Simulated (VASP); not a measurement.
# MoS2 (R3m) in VASP: notebook, part 2 of 2

VASP 6.6.1.

## 3. Single point, PBE+D3(BJ) (17.73 Å³/atom)

INCAR reads:

```
PREC = Accurate
ENCUT = 520
EDIFF = 1E-6
ISMEAR = 0
SIGMA = 0.02
LREAL = F
LASPH = T
NELM = 100
ALGO = Normal
ISIF = 2
LWAVE = F
LCHARG = F
GGA = PE
IVDW = 12
NBANDS = 20
```

KPOINTS reads:

```
regular mesh
0
Gamma
  12 12 12
```

POSCAR reads:

```
MoS2
1.0
    1.5817072135      0.9131990855      6.1359539485
   -1.5817072135      0.9131990855      6.1359539485
    0.0000000000     -1.8263981710      6.1359539485
Mo S
1 2
Direct
    0.0000927467      0.0000927467      0.0000927467
    0.2485334440      0.2485334440      0.2485334440
    0.4183738093      0.4183738093      0.4183738093
```

Potentials or basis: VASP PAW PBE potentials, release 64 (Mo_sv, S).

The run is started by

```console
> cat potpaw_PBE.64/Mo_sv/POTCAR potpaw_PBE.64/S/POTCAR > POTCAR
> mpirun -np 1 vasp_std > vasp.out
```

OUTCAR:

```text
PREC = Accurate
   ENCUT = 520
   EDIFF = 1E-6
   ISMEAR = 0
   LREAL = F
   LASPH = T
   NELM = 100
   ISIF = 2
   GGA = PE
   IVDW = 12
 IVDW          = 12

 ion  position               nearest neighbor table
   1  0.000  0.000  0.000-   2 2.40   2 2.40   2 2.40   3 2.40   3 2.40   3 2.40
   2  0.249  0.249  0.249-   1 2.40   1 2.40   1 2.40
   3  0.418  0.418  0.418-   1 2.40   1 2.40   1 2.40

  LATTYP: Found a trigonal (rhomboedric) cell.
 ALAT       =     6.4020044624
 COS(alpha) =     0.8779183920

  Lattice vectors:

 A1 = (   1.5817072135,   0.9131990855,   6.1359539485)
 A2 = (  -1.5817072135,   0.9131990855,   6.1359539485)
 A3 = (   0.0000000000,  -1.8263981710,   6.1359539485)

Analysis of symmetry for initial positions (statically):
=====================================================================
 Subroutine PRICEL returns:
 Original cell was already a primitive cell.

 Routine SETGRP: Setting up the symmetry group for a
 trigonal (rhombohedral) supercell.

 Subroutine GETGRP returns: Found  6 space group operations
 (whereof  6 operations were pure point group operations)
 out of a pool of 12 trial point group operations.

The static configuration has the point symmetry C_3v.

Analysis of symmetry for dynamics (positions and initial velocities):
=====================================================================
 Subroutine PRICEL returns:
 Original cell was already a primitive cell.

 Routine SETGRP: Setting up the symmetry group for a
 trigonal (rhombohedral) supercell.

 Subroutine GETGRP returns: Found  6 space group operations
 (whereof  6 operations were pure point group operations)
 out of a pool of 12 trial point group operations.

The dynamic configuration has the point symmetry C_3v.

 Subroutine INISYM returns: Found  6 space group operations
 (whereof  6 operations are pure point group operations),
 and found     1 'primitive' translations

----------------------------------------------------------------------------------------

                                     Primitive cell

  volume of cell :      53.1771

  direct lattice vectors                    reciprocal lattice vectors
     1.581707214  0.913199085  6.135953949     0.316114130  0.182508578  0.054324615
    -1.581707214  0.913199085  6.135953949    -0.316114130  0.182508578  0.054324615
     0.000000000 -1.826398171  6.135953949     0.000000000 -0.365017156  0.054324615

  length of vectors
     6.402004462  6.402004462  6.402004462     0.369037516  0.369037516  0.369037516

  position of ions in fractional coordinates (direct lattice)
     0.000092747  0.000092747  0.000092747
     0.248533444  0.248533444  0.248533444
     0.418373809  0.418373809  0.418373809

  ion indices of the primitive-cell ions
   primitive index   ion index
                 1           1
                 2           2
                 3           3

----------------------------------------------------------------------------------------

 KPOINTS: regular mesh

Automatic generation of k-mesh.
 Grid dimensions read from file:
 generate k-points for:   12   12   12

 Generating k-lattice:

  Cartesian coordinates                     Fractional coordinates (reciprocal lattice)
     0.026342844  0.015209048  0.004527051     0.083333333  0.000000000  0.000000000
    -0.026342844  0.015209048  0.004527051     0.000000000  0.083333333  0.000000000
     0.000000000 -0.030418096  0.004527051     0.000000000  0.000000000  0.083333333

  Length of vectors
     0.030753126  0.030753126  0.030753126

  Shift w.r.t. Gamma in fractional coordinates (k-lattice)
     0.000000000  0.000000000  0.000000000

 Subroutine IBZKPT returns following result:
 ===========================================

 Found    189 irreducible k-points:

 Following reciprocal coordinates:
            Coordinates               Weight
  0.000000  0.000000  0.000000      1.000000
  0.083333  0.000000  0.000000      6.000000
  0.166667 -0.000000  0.000000      6.000000
  0.250000  0.000000  0.000000      6.000000
  0.333333 -0.000000  0.000000      6.000000
  0.416667  0.000000  0.000000      6.000000
[... 16 lines left out ...]
  0.500000  0.166667  0.000000     12.000000
 -0.416667  0.166667  0.000000     12.000000
 [... further k-points ...]
   k-points           NKPTS =    189   k-points in BZ     NKDIM =    189   number of bands    NBANDS=     20
   number of dos      NEDOS =    301   number of ions     NIONS =      3
   total plane-waves  NPLWV = 110592
   dimension x,y,z NGX =    48 NGY =   48 NGZ =   48
   dimension x,y,z NGXF=    96 NGYF=   96 NGZF=   96
   ions per type =               1   2
   NGX,Y,Z   is equivalent  to a cutoff of  12.46, 12.46, 12.46 a.u.
   NGXF,Y,Z  is equivalent  to a cutoff of  24.93, 24.93, 24.93 a.u.
 SYSTEM =  unknown system
   PREC   = accura    normal or accurate (medium, high low for compatibility)
   ISTART =      0    job   : 0-new  1-cont  2-samecut
   ICHARG =      2    charge: 1-file 2-atom 10-const
   ISPIN  =      1    spin polarized calculation?
   LNONCOLLINEAR =      F non collinear calculations
   LSORBIT =      F    spin-orbit coupling
   LASPH  =      T    aspherical Exc in radial PAW
   ENCUT  =  520.0 eV  38.22 Ry    6.18 a.u.  11.90 11.90 11.90*2*pi/ulx,y,z
   NELM   =    100;   NELMIN=  2; NELMDL= -5     # of ELM steps
   EDIFF  = 0.1E-05   stopping-criterion for ELM
   LREAL  =      F    real-space projection
   EDIFFG = 0.1E-04   stopping-criterion for IOM
   NSW    =      0    number of steps for IOM
   IBRION =     -1    ionic relax: 0-MD 1-quasi-New 2-CG
   NFREE  =      0    steps in history (QN), initial steepest desc. (CG)
   ISIF   =      2    stress and relaxation
   ISYM   =      2    0-nonsym 1-usesym 2-fastsym
   POTIM  = 0.5000    time-step for ionic-motion
   TEBEG  =    0.0;   TEEND  =   0.0 temperature during run
   PSTRESS=    0.0 pullay stress
   NELECT =      26.0000    total number of electrons
   NUPDOWN=      -1.0000    fix difference up-down
   EMIN   =  10.00;   EMAX   =-10.00  energy-range for DOS
   EFERMI =   0.00;   METHOD = LEGACY
   ISMEAR =     0;   SIGMA  =   0.02  broadening in eV -4-tet -1-fermi 0-gaus
   EFERMI_NEDOS =   21; number of points for ismear=-14 and -15
   IALGO  =     38    algorithm
   IMIX   =      4    mixing-type and parameters
     AMIX     =   0.40;   BMIX     =  1.00
     AMIX_MAG =   1.60;   BMIX_MAG =  1.00
  volume/ion in A,a.u.               =      17.73       119.62
  Fermi-wavevector in a.u.,A,eV,Ry     =   1.289707  2.437192 22.631163  1.663344
  Thomas-Fermi vector in A             =   2.421583
   LORBIT       =      0    0 simple, 1 ext, 2 COOP (PROOUT), +10 PAW based schemes
   GGA     = PE    functional components
   LHFCALC =     F    Hartree Fock is set to
   AEXX    =    0.0000 exact exchange contribution
   IVDW    =    12    specifies the selected vdW correction
   LEPSILON=     F    determine dielectric tensor
   LRPA    =     F    only Hartree local field effects (RPA)
 non-spin polarized calculation
 Gauss-broadening in eV      SIGMA  =   0.02
  energy-cutoff  :      520.00
  volume of cell :       53.18
 maximum number of plane-waves:      1447
   NGX = 23   NGY = 23   NGZ = 23

 number of electron      26.0000001 magnetization

 Free energy of the ion-electron system (eV)
  ---------------------------------------------------
  ext. energy  EPLUGINS =         0.00000000
  ---------------------------------------------------
  free energy    TOTEN  =       -21.80024355 eV

  energy without entropy =      -21.80024355  energy(sigma->0) =      -21.80024355

 E-fermi :   7.6977     XC(G=0): -10.8611

 val. band max:        7.6146247505   @ k =   0.5000   0.5000   0.5000
 cond. band min:       8.5361487536   @ k =  -0.1667   0.1667   0.0000
 fundamental gap:      0.9215240031
 Fermi energy:         7.6976682254

 k-point     1 :       0.0000    0.0000    0.0000
  band No.  band energies     occupation
      1     -53.9140      2.00000
      2     -28.0700      2.00000
      3     -27.8417      2.00000
      4     -27.8417      2.00000
      5      -7.3886      2.00000
      6      -5.7106      2.00000
[... 12 lines left out ...]
     19      15.7413      0.00000
[... 513 lines left out ...]
      4     -27.9854      2.00000
      5      -5.2280      2.00000
      6      -5.0428      2.00000
[... 12 lines left out ...]
     19      15.9315      0.00000
     20      16.2544      0.00000

 [... further k-points ...]

------------------------ aborting loop because EDIFF is reached ----------------------------------------

 Edisp (eV)   -1.28067

 E8    (eV) :    -0.5165

  FORCE on cell =-STRESS in cart. coord.  units (eV):
  Direction    XX          YY          ZZ          XY          YZ          ZX
  --------------------------------------------------------------------------------------
  -------------------------------------------------------------------------------------
  Total      -0.42684    -0.42684    -0.42326     0.00000     0.00000     0.00000
  in kB     -12.86033   -12.86033   -12.75236     0.00000     0.00000     0.00000
  external pressure =      -12.82 kB  Pullay stress =        0.00 kB

 VOLUME and BASIS-vectors are now :
 -----------------------------------------------------------------------------
  energy-cutoff  :      520.00
  volume of cell :       53.18
      direct lattice vectors                 reciprocal lattice vectors
     1.581707214  0.913199085  6.135953949     0.316114130  0.182508578  0.054324615
    -1.581707214  0.913199085  6.135953949    -0.316114130  0.182508578  0.054324615
     0.000000000 -1.826398171  6.135953949     0.000000000 -0.365017156  0.054324615

 POSITION                                       TOTAL-FORCE (eV/Angst)
 -----------------------------------------------------------------------------------
      0.00000      0.00000      0.00171         0.000000      0.000000      0.000327
      0.00000      0.00000      4.57497         0.000000      0.000000      0.012777
      0.00000      0.00000      7.70137         0.000000      0.000000     -0.013104
 -----------------------------------------------------------------------------------
    total drift:                                0.000000      0.000000      0.000034

  FREE ENERGIE OF THE ION-ELECTRON SYSTEM (eV)
  ---------------------------------------------------
  free  energy   TOTEN  =       -23.0809103361 eV

  energy  without entropy=      -23.0809103361  energy(sigma->0) =      -23.08091034
```

Wall time 8.2 min (1 thread of Intel Xeon 8259CL, shared host); peak memory 0.42 GiB.

What came out:

- Free energy: -23.0809 eV
- Pressure: -1.3 GPa
- Largest force: 0.013 eV/Å
- Band gap on the k mesh: 0.92 eV (least direct gap 1.74 eV)
- Dispersion energy per atom: -0.427 eV

Forces in eV/Å, atoms in the order of the input:
```
Mo   0.000  0.000  0.000
S    0.000  0.000  0.013
S    0.000  0.000 -0.013
```

A k mesh can miss the band edges.
